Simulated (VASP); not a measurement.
# AlN (F-43m) in VASP: a series of runs, part 3 of 3

VASP 6.6.1. The steps go on from the part before.

## 5. Single point, PBE

File INCAR:

```
ALGO = Normal
EDIFF = 1E-6
ENCUT = 600
GGA = PE
GGA_COMPAT = F
ISIF = 2
ISMEAR = 0
LASPH = T
LCHARG = F
LREAL = F
LWAVE = F
NBANDS = 11
NELM = 120
PREC = Accurate
SIGMA = 0.01
```

File KPOINTS:

```
k-points
0
Gamma
  10 10 10
```

File POSCAR:

```
AlN
1.0
    0.0000000000      2.1839935600      2.1839935600
    2.1839935600      0.0000000000      2.1839935600
    2.1839935600      2.1839935600      0.0000000000
Al N
1 1
Direct
    0.0000000000      0.0000000000      0.0000000000
    0.2500000000      0.2500000000      0.2500000000
```

Potentials or basis: VASP PAW PBE potentials, release 64 (Al, N).

Started as:

```sh
cat potpaw_PBE.64/Al/POTCAR potpaw_PBE.64/N/POTCAR > POTCAR
mpirun -np 1 vasp_std > vasp.out
```

OUTCAR:

```text
EDIFF = 1E-6
   ENCUT = 600
   GGA = PE
   ISIF = 2
   ISMEAR = 0
   LASPH = T
   LREAL = F
   NELM = 120
   PREC = Accurate

 ion  position               nearest neighbor table
   1  0.000  0.000  0.000-   2 1.89   2 1.89   2 1.89   2 1.89
   2  0.250  0.250  0.250-   1 1.89   1 1.89   1 1.89   1 1.89

  LATTYP: Found a face centered cubic cell.
 ALAT       =     4.3679871200

  Lattice vectors:

 A1 = (   0.0000000000,   2.1839935600,   2.1839935600)
 A2 = (   2.1839935600,   0.0000000000,   2.1839935600)
 A3 = (   2.1839935600,   2.1839935600,   0.0000000000)

Analysis of symmetry for initial positions (statically):
=====================================================================
 Subroutine PRICEL returns:
 Original cell was already a primitive cell.

 Routine SETGRP: Setting up the symmetry group for a
 face centered cubic supercell.

 Subroutine GETGRP returns: Found 24 space group operations
 (whereof 24 operations were pure point group operations)
 out of a pool of 48 trial point group operations.

The static configuration has the point symmetry T_d .

Analysis of symmetry for dynamics (positions and initial velocities):
=====================================================================
 Subroutine PRICEL returns:
 Original cell was already a primitive cell.

 Routine SETGRP: Setting up the symmetry group for a
 face centered cubic supercell.

 Subroutine GETGRP returns: Found 24 space group operations
 (whereof 24 operations were pure point group operations)
 out of a pool of 48 trial point group operations.

The dynamic configuration has the point symmetry T_d .

 Subroutine INISYM returns: Found 24 space group operations
 (whereof 24 operations are pure point group operations),
 and found     1 'primitive' translations

----------------------------------------------------------------------------------------

                                     Primitive cell

[... 117 lines left out ...]
   AEXX    =    0.0000 exact exchange contribution
   IVDW    =     0    specifies the selected vdW correction
   LEPSILON=     F    determine dielectric tensor
   LRPA    =     F    only Hartree local field effects (RPA)
 non-spin polarized calculation
 Gauss-broadening in eV      SIGMA  =   0.01
  energy-cutoff  :      600.00
  volume of cell :       20.83
 maximum number of plane-waves:       725
 NGX is ok and might be reduce to    28
   NGX = 13   NGY = 13   NGZ = 13

 number of electron       7.9999999 magnetization

 Free energy of the ion-electron system (eV)
  ---------------------------------------------------
  ext. energy  EPLUGINS =         0.00000000
  ---------------------------------------------------
  free energy    TOTEN  =       -14.84195161 eV

  energy without entropy =      -14.84195161  energy(sigma->0) =      -14.84195161

 E-fermi :   6.0115     XC(G=0): -10.9339

 val. band max:        5.9697374173   @ k =   0.0000   0.0000   0.0000
 cond. band min:       9.2877563367   @ k =   0.5000   0.5000   0.0000
 fundamental gap:      3.3180189194
 Fermi energy:         6.0114858999

 k-point     1 :       0.0000    0.0000    0.0000
  band No.  band energies     occupation
      1      -9.0117      2.00000
      2       5.9697      2.00000
      3       5.9697      2.00000
      4       5.9697      2.00000
      5      10.1659      0.00000
      6      18.5302      0.00000
      7      18.5302      0.00000
      8      18.5302      0.00000
      9      23.6585      0.00000
     10      23.6585      0.00000
     11      25.0602      0.00000
[... 309 lines left out ...]
 k-point    24 :       0.4000    0.3000    0.0000
  band No.  band energies     occupation
      1      -7.0048      2.00000
      2       1.8213      2.00000
      3       4.2686      2.00000
      4       4.5672      2.00000
      5      10.8859      0.00000
      6      15.5055      0.00000
      7      18.2227      0.00000
      8      20.5587      0.00000
      9      21.0685      0.00000
     10      27.2833      0.00000
     11      29.5347      0.00000

 [... further k-points ...]

------------------------ aborting loop because EDIFF is reached ----------------------------------------

  FORCE on cell =-STRESS in cart. coord.  units (eV):
  Direction    XX          YY          ZZ          XY          YZ          ZX
  --------------------------------------------------------------------------------------
  -------------------------------------------------------------------------------------
  Total        0.5798891      0.5798891      0.5798891      0.0000000      0.0000000      0.0000000
  in kB       44.5934910     44.5934910     44.5934910      0.0000000      0.0000000      0.0000000
  external PRESSURE =      44.5934910 kB  Pullay stress =       0.0000000 kB

 VOLUME and BASIS-vectors are now :
 -----------------------------------------------------------------------------
  energy-cutoff  :      600.00
  volume of cell :       20.83
      direct lattice vectors                 reciprocal lattice vectors
     0.000000000  2.183993560  2.183993560    -0.228938404  0.228938404  0.228938404
     2.183993560  0.000000000  2.183993560     0.228938404 -0.228938404  0.228938404
     2.183993560  2.183993560  0.000000000     0.228938404  0.228938404 -0.228938404

 POSITION                                       TOTAL-FORCE (eV/Angst)
 -----------------------------------------------------------------------------------
      0.00000      0.00000      0.00000         0.000000      0.000000      0.000000
      1.09200      1.09200      1.09200        -0.000000     -0.000000     -0.000000
 -----------------------------------------------------------------------------------
    total drift:                                0.000000      0.000000      0.000000

  FREE ENERGIE OF THE ION-ELECTRON SYSTEM (eV)
  ---------------------------------------------------
  free  energy   TOTEN  =       -14.8419516108 eV

  energy  without entropy=      -14.8419516108  energy(sigma->0) =      -14.84195161
```

OSZICAR:

```text
N       E                     dE             d eps       ncg     rms          rms(c)
DAV:   1     0.143646291206E+02    0.14365E+02   -0.41969E+03  1042   0.689E+02
DAV:   2    -0.160690619410E+02   -0.30434E+02   -0.29251E+02  1240   0.156E+02
DAV:   3    -0.172163386898E+02   -0.11473E+01   -0.11455E+01  1305   0.283E+01
DAV:   4    -0.172227077554E+02   -0.63691E-02   -0.63686E-02  1187   0.225E+00
DAV:   5    -0.172227854189E+02   -0.77663E-04   -0.77663E-04  1265   0.243E-01    0.862E+00
DAV:   6    -0.148518382602E+02    0.23709E+01   -0.11871E+01  1260   0.181E+01    0.280E+00
DAV:   7    -0.148484067813E+02    0.34315E-02   -0.17302E-01  1172   0.322E+00    0.204E+00
DAV:   8    -0.148433749115E+02    0.50319E-02   -0.28689E-02  1145   0.170E+00    0.586E-01
DAV:   9    -0.148419048478E+02    0.14701E-02   -0.40149E-03  1255   0.404E-01    0.233E-01
DAV:  10    -0.148419409984E+02   -0.36151E-04   -0.48790E-04  1145   0.145E-01    0.207E-02
DAV:  11    -0.148419516349E+02   -0.10636E-04   -0.17239E-05  1208   0.296E-02    0.153E-02
DAV:  12    -0.148419516108E+02    0.24069E-07   -0.42992E-07   748   0.533E-03
   1 F= -.14841952E+02 E0= -.14841952E+02  d E =-.455998E-12
```

stdout:

```text
POSCAR found type information on POSCAR AlN
 POSCAR found :  2 types and       2 ions
 scaLAPACK will be used
 LDA part: xc-table for (Slater+PW92), standard interpolation
 POSCAR, INCAR and KPOINTS ok, starting setup
 FFT: planning ... GRIDC
 FFT: planning ... GRID_SOFT
 FFT: planning ... GRID
 WAVECAR not read
 entering main loop
```

It took 27 s on 1 thread of Intel Xeon 8259CL, shared host; peak memory 0.15 GiB.

Results:

| Item | Value |
| --- | --- |
| Free energy | -14.8420 eV |
| Pressure | 4.5 GPa |
| Band gap on the k mesh | 3.32 eV (least direct gap 4.20 eV) |

Caveat: the cell stands under pressure.

## 6. Single point, PBE

File INCAR:

```
SYSTEM = AlN
ALGO = Normal ; EDIFF = 1E-6
ENCUT = 600 ; GGA = PE
GGA_COMPAT = .FALSE. ; ISIF = 2
ISMEAR = 0 ; LASPH = .TRUE.
LCHARG = .FALSE. ; LREAL = .FALSE.
LWAVE = .FALSE. ; NBANDS = 11
NELM = 120 ; PREC = Accurate
SIGMA = 0.01
```

File KPOINTS:

```
k-points
0
G
  12 12 12
  0 0 0
```

POSCAR is that of step 5.

Potentials or basis: VASP PAW PBE potentials, release 64 (Al, N).

Started as:

```sh
cat potpaw_PBE.64/Al/POTCAR potpaw_PBE.64/N/POTCAR > POTCAR
mpirun -np 1 vasp_std > vasp.out
```

OUTCAR:

```text
SYSTEM = AlN
   EDIFF = 1E-6
   ENCUT = 600
   GGA = PE
   ISIF = 2
   ISMEAR = 0
   LASPH = .TRUE.
   LREAL = .FALSE.
   NELM = 120
   PREC = Accurate

 ion  position               nearest neighbor table
   1  0.000  0.000  0.000-   2 1.89   2 1.89   2 1.89   2 1.89
   2  0.250  0.250  0.250-   1 1.89   1 1.89   1 1.89   1 1.89

  LATTYP: Found a face centered cubic cell.
 ALAT       =     4.3679871200

  Lattice vectors:

 A1 = (   0.0000000000,   2.1839935600,   2.1839935600)
[... 522 lines left out ...]

------------------------ aborting loop because EDIFF is reached ----------------------------------------

  FORCE on cell =-STRESS in cart. coord.  units (eV):
  Direction    XX          YY          ZZ          XY          YZ          ZX
  --------------------------------------------------------------------------------------
  -------------------------------------------------------------------------------------
  Total        0.5798668      0.5798668      0.5798668      0.0000000      0.0000000      0.0000000
  in kB       44.5917736     44.5917736     44.5917736      0.0000000      0.0000000      0.0000000
  external PRESSURE =      44.5917736 kB  Pullay stress =       0.0000000 kB

 VOLUME and BASIS-vectors are now :
 -----------------------------------------------------------------------------
  energy-cutoff  :      600.00
  volume of cell :       20.83
      direct lattice vectors                 reciprocal lattice vectors
     0.000000000  2.183993560  2.183993560    -0.228938404  0.228938404  0.228938404
     2.183993560  0.000000000  2.183993560     0.228938404 -0.228938404  0.228938404
     2.183993560  2.183993560  0.000000000     0.228938404  0.228938404 -0.228938404

 POSITION                                       TOTAL-FORCE (eV/Angst)
 -----------------------------------------------------------------------------------
      0.00000      0.00000      0.00000        -0.000000      0.000000      0.000000
      1.09200      1.09200      1.09200         0.000000     -0.000000     -0.000000
 -----------------------------------------------------------------------------------
    total drift:                                0.000000      0.000000      0.000000

  FREE ENERGIE OF THE ION-ELECTRON SYSTEM (eV)
  ---------------------------------------------------
  free  energy   TOTEN  =       -14.8419567056 eV

  energy  without entropy=      -14.8419567056  energy(sigma->0) =      -14.84195671
```

OSZICAR:

```text
N       E                     dE             d eps       ncg     rms          rms(c)
DAV:   1     0.153216866957E+02    0.15322E+02   -0.42512E+03  1608   0.691E+02
DAV:   2    -0.160940625124E+02   -0.31416E+02   -0.30322E+02  1872   0.156E+02
DAV:   3    -0.172165653896E+02   -0.11225E+01   -0.11206E+01  1963   0.285E+01
DAV:   4    -0.172227075781E+02   -0.61422E-02   -0.61416E-02  1824   0.219E+00
DAV:   5    -0.172227822776E+02   -0.74700E-04   -0.74699E-04  1917   0.238E-01    0.862E+00
DAV:   6    -0.148518805858E+02    0.23709E+01   -0.11868E+01  1974   0.181E+01    0.280E+00
DAV:   7    -0.148484005952E+02    0.34800E-02   -0.17277E-01  1785   0.321E+00    0.204E+00
DAV:   8    -0.148433702892E+02    0.50303E-02   -0.28595E-02  1743   0.170E+00    0.585E-01
DAV:   9    -0.148419099007E+02    0.14604E-02   -0.39848E-03  1935   0.403E-01    0.233E-01
DAV:  10    -0.148419462352E+02   -0.36335E-04   -0.49258E-04  1734   0.146E-01    0.206E-02
DAV:  11    -0.148419567288E+02   -0.10494E-04   -0.17482E-05  1866   0.297E-02    0.154E-02
DAV:  12    -0.148419567056E+02    0.23248E-07   -0.44330E-07  1173   0.542E-03
   1 F= -.14841957E+02 E0= -.14841957E+02  d E =-.272036E-27
```

It took 36 s on 1 thread of Intel Xeon 8259CL, shared host; peak memory 0.16 GiB.

Results:

* Free energy: -14.8420 eV
* Pressure: 4.5 GPa
* Band gap on the k mesh: 3.32 eV (least direct gap 4.20 eV)

Caveat: the cell stands under pressure. A k mesh can miss the band edges.

## 7. The runs side by side

```tsv
k mesh	gap on the mesh (eV)	pressure (GPa)
4 × 4 × 4	3.29	4.5
6 × 6 × 6	3.32	4.5
8 × 8 × 8	3.32	4.5
10 × 10 × 10	3.32	4.5
12 × 12 × 12	3.32	4.5
```

Alike in all rows: task single point; level PBE; potentials or basis VASP PAW PBE potentials, release 64 (Al, N); no spin polarisation; cell as given; cutoff (eV) 600; smearing gaussian 0.01 eV.

Caveats: some runs use coarse meshes; the cell stands under pressure (at least some runs).

Total energies depend on the potentials used, so only differences within one code and one set of settings carry meaning.
